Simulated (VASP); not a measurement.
ZnRe:

```
Zn Re
1.0
     2.75904    0.01149   -0.00274
    -1.36957    2.36435   -0.00205
    -0.00448   -0.00647    4.51354
Zn Re
1 1
Direct
  0.00052 0.01304 0.05140
  0.37585 0.70584 0.52514
```

Base run:

```yaml
Program: VASP 6.6.1
Functional: revPBE
Potentials_or_basis: VASP PAW PBE potentials, release 64 (Zn, Re)
Cutoff: 520 eV
k_mesh: 8 × 8 × 5
Occupations: fermi-dirac, width 0.02 eV
Spin: no spin polarisation
```

Its results: pressure 2.0 GPa; largest force 1.159 eV/Å.

Question: The run is repeated on the same cell with these changes: potentials or basis from VASP PAW PBE potentials, release 64 (Zn, Re) to VASP PAW PBE potentials, release 64 (Zn, Re_sv_GW); cutoff from 520 eV to 500 eV; further incar settings from ALGO = Normal; EDIFF = 1e-06; NBANDS = 16 to ALGO = Normal; EDIFF = 1e-06; NBANDS = 20; valence electrons from 19 to 27. What comes out?

Answer: Pressure 1.1 GPa; largest force 1.164 eV/Å.

Caveats: the PAW data sets were made with another functional, which shifts forces and pressure a little.
